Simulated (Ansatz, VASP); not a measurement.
One calculation of Co, two programs

INCAR

```
PREC = Accurate ; ENCUT = 520
EDIFF = 1E-7 ; ISMEAR = -1
SIGMA = 0.05 ; LREAL = F
LASPH = T ; NELM = 150
ALGO = Normal ; ISIF = 2
LWAVE = F ; LCHARG = F
ISPIN = 2 ; MAGMOM = 3 3
LORBIT = 11 ; LMAXMIX = 4
GGA = PE ; NBANDS = 20
```

Contents of KPOINTS:

```
Automatic mesh
0
Gamma
  11 11 11
```

Contents of POSCAR:

```
Co
1.0
    3.6280000000      1.8140000000      1.8140000000
    1.8140000000      3.6280000000      1.8140000000
    1.8140000000      1.8140000000      3.6280000000
Co
2
Direct
    0.0000000000      0.0000000000      0.0000000000
    0.5000000000      0.5000000000      0.5000000000
```

Input for Ansatz:

```yaml
crystal:
  lattice:
    - [3.628, 1.814, 1.814]
    - [1.814, 3.628, 1.814]
    - [1.814, 1.814, 3.628]
  atoms:
    - { symbol: Co, position: [0.0, 0.0, 0.0], spin: 3.0 }
    - { symbol: Co, position: [0.5, 0.5, 0.5], spin: 3.0 }
magnetization:
  spin_polarized: true
hamiltonian:
  xc: pbe
  pseudopotentials: { kind: paw }
basis:
  ecutwfc: 420
kpoints:
  mp_grid: { grid: [11, 11, 11] }
scf:
  occupations: { method: fermi_dirac, width: 0.05 }
output:
  forces: true
  stress: true
```

Alike in both runs: task single point; functional PBE; k mesh 11 × 11 × 11; occupations fermi-dirac, width 0.05 eV; collinear spin.

|  | VASP | Ansatz |
| --- | --- | --- |
| version | VASP 6.6.1 | Ansatz 0.2.0 |
| potentials or method | VASP PAW PBE potentials, release 64 (Co), cutoff 520 eV | PAW, plane waves, scalar-relativistic |
| valence electrons in the cell | 18 | 34 |

|  | VASP | Ansatz | Ansatz less VASP |
| --- | --- | --- | --- |
| pressure (GPa) | -15.8 | -15.3 | +0.50 |
| traceless stress, the component that is largest in VASP (GPa) | -0.02 | -0.07 | -0.042 |
| net moment per atom (μB) | 1.69 | 1.72 | +0.027 |
| size of the moment on the site where the two differ most (μB) | 1.73 | 1.79 | +0.068 |

Site moments also hang on the region over which each program counts them. With one functional, cell and mesh, what is left measures potentials, basis and numerics. VASP's potentials hold 18 valence electrons a cell and Ansatz's 34, so a difference there can come from the potentials and not from the codes.
